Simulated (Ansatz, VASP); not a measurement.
**Mg: VASP beside Ansatz**

File INCAR:

```
SYSTEM = Mg
PREC = Accurate ; ENCUT = 520
EDIFF = 1E-7 ; ISMEAR = 0
SIGMA = 0.1 ; LREAL = .False.
LASPH = .True. ; NELM = 80
ALGO = Normal ; ISIF = 2
LWAVE = .False. ; LCHARG = .True.
GGA = PE ; LELF = .True.
LVHAR = .True. ; NBANDS = 9
```

The input KPOINTS:

```
Automatic mesh
0
Gamma
  6 6 6
  0 0 0
```

File POSCAR:

```
Mg
1.0
    1.8444747348      1.0649079846      4.4167123742
   -1.8444747348      1.0649079846      4.4167123742
    0.0000000000     -2.1298159693      4.4167123742
Mg
2
Direct
    0.0577000000      0.0577000000      0.0577000000
    0.9423000000      0.9423000000      0.9423000000
```

Input for Ansatz:

```yaml
crystal:
  lattice:
    - [1.8444747348, 1.0649079846, 4.4167123742]
    - [-1.8444747348, 1.0649079846, 4.4167123742]
    - [0.0, -2.1298159693, 4.4167123742]
  atoms:
    - { symbol: Mg, position: [0.0577, 0.0577, 0.0577] }
    - { symbol: Mg, position: [0.9423, 0.9423, 0.9423] }
basis:
  ecutwfc: 420
kpoints:
  mp_grid: { grid: [6, 6, 6] }
hamiltonian:
  xc: pbe
scf:
  occupations: { method: gaussian, width: 0.1 }
  lower_state_search: "off"
output:
  forces: true
  stress: true
  eigenvalues: true
```

Alike in both runs: task single point; functional PBE; k mesh 6 × 6 × 6; occupations gaussian, width 0.1 eV; no spin polarisation.

|  | VASP | Ansatz |
| --- | --- | --- |
| version | VASP 6.6.1 | Ansatz 0.2.0 |
| potentials or method | VASP PAW PBE potentials, release 64 (Mg), cutoff 520 eV | scalar-relativistic, plane waves, PAW |
| valence electrons in the cell | 4 | 20 |

```csv
,VASP,Ansatz,Ansatz less VASP
gap on the k mesh at the Fermi level (eV),none,none,-
pressure (GPa),19.3,23.0,+3.72
"traceless stress, the component that is largest in VASP (GPa)",56.75,64.03,+7.276
rms of the force components (eV/Å),10.029,11.403,+1.3739
```

Atom by atom the forces differ by 1.374 eV/Å (rms over components). A gap of «none» marks a metal or a gap that the smearing closes. VASP's potentials hold 4 valence electrons a cell and Ansatz's 20, so a difference there can come from the potentials and not from the codes.
